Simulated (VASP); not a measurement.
# LiF: single point with PBE

LiF:

```
Li F
1.0
    -1.43822   -2.48227    0.22357
    -4.31193    2.48315   -0.22366
     1.43724    0.39988   -4.75209
Li F
4 4
Direct
  0.74998 0.62498 0.37500
  0.24999 0.12498 0.37501
  0.50002 0.87501 0.87499
  0.00002 0.37502 0.87501
  0.87501 0.00001 0.62502
  0.37501 0.50000 0.62501
  0.12499 0.75000 0.12498
  0.62499 0.25000 0.12498
```

```yaml
Program: VASP 6.6.1
Task: single point
Functional: PBE
Potentials_or_basis: VASP PAW PBE potentials, release 64 (Li_sv, F)
Cutoff: 520 eV
k_mesh: 4 × 4 × 4
Occupations: gaussian, width 0.1 eV
Spin: no spin polarisation
Dipole_correction: no
Further_INCAR_settings: ALGO = Normal; EDIFF = 1e-07; NBANDS = 30
```

```
Band gap on the k mesh : 8.83 eV
```

Levels at points of the mesh, in eV from the valence-band top:
| k point | band 16 | band 17 | band 18 | band 19 | band 20 | band 21 | band 22 | band 23 | band 24 | band 25 |
| --- | --- | --- | --- | --- | --- | --- | --- | --- | --- | --- |
| (0.00, 0.00, 0.00) | -0.22 | -0.22 | 0.00 | 0.00 | 0.00 | 8.83 | 10.62 | 12.74 | 12.74 | 15.59 |
| (0.50, 0.00, 0.00) | -1.06 | -0.70 | -0.70 | -0.40 | -0.40 | 12.06 | 12.06 | 13.89 | 13.89 | 15.07 |
| (0.00, 0.50, 0.00) | -0.45 | -0.28 | -0.28 | -0.23 | -0.23 | 10.30 | 10.30 | 12.64 | 12.64 | 15.18 |
| (0.50, 0.50, 0.00) | -0.95 | -0.60 | -0.60 | -0.22 | -0.22 | 10.62 | 12.73 | 12.74 | 14.54 | 15.59 |
| (0.00, 0.00, 0.50) | -0.22 | -0.12 | -0.11 | -0.11 | -0.11 | 10.11 | 10.11 | 10.61 | 14.54 | 16.32 |
| (0.50, 0.00, 0.50) | -1.07 | -0.70 | -0.70 | -0.40 | -0.40 | 12.07 | 12.07 | 13.88 | 13.88 | 15.07 |
| (0.00, 0.50, 0.50) | -0.62 | -0.57 | -0.57 | -0.10 | -0.10 | 10.76 | 10.76 | 12.15 | 12.15 | 16.73 |
| (0.50, 0.50, 0.50) | -0.95 | -0.60 | -0.60 | -0.22 | -0.22 | 10.62 | 12.74 | 12.74 | 14.51 | 15.59 |

It took 85 s on 1 thread of AMD EPYC 7R13 Processor (Zen 3) (shared host), peak memory 0.17 GiB.

Caveat: the k points lie up to 0.57 Å⁻¹ apart. A hybrid or GW would open this gap; PBE tends to underestimate it.
